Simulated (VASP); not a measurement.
Input of a VASP 6.6.1 run:

Contents of INCAR:

```
PREC = Accurate
ENCUT = 520
EDIFF = 1E-6
ISMEAR = -1
SIGMA = 0.05
LREAL = F
LASPH = T
NELM = 80
ALGO = Fast
ISIF = 2
LWAVE = F
LCHARG = F
GGA = B5
ALDAX = 1.0
AGGAX = 1.0
AGGAC = 1.0
ALDAC = 0.0
NBANDS = 30
```

Contents of KPOINTS:

```
regular mesh
0
Gamma
  9 6 5
```

POSCAR

```
BPd4
1.0
    2.8920299704      0.0000000000      0.0000000000
    0.0000000000      4.3650077954      0.0000000000
    0.0000000000      0.0000000000      5.8563150000
Pd B
4 1
Direct
    0.5000000000      0.0000000000      0.1975780000
    0.0000000000      0.0000000000      0.6194700000
    0.0000000000      0.5000000000      0.3291640000
    0.5000000000      0.5000000000      0.8675610000
    0.5000000000      0.0000000000      0.8632270000
```

Potentials or basis: VASP PAW PBE potentials, release 64 (Pd, B).

Launch:

```bash
$ cat potpaw_PBE.64/Pd/POTCAR potpaw_PBE.64/B/POTCAR > POTCAR
$ mpirun -np 1 vasp_std > vasp.out
```

(1) Predict the pressure.

(2) Estimate the largest force.

Answers

(1) 7.8 GPa.

(2) 0.233 eV/Å.

Caveat: the PAW data sets were made with another functional, which shifts forces and pressure a little.
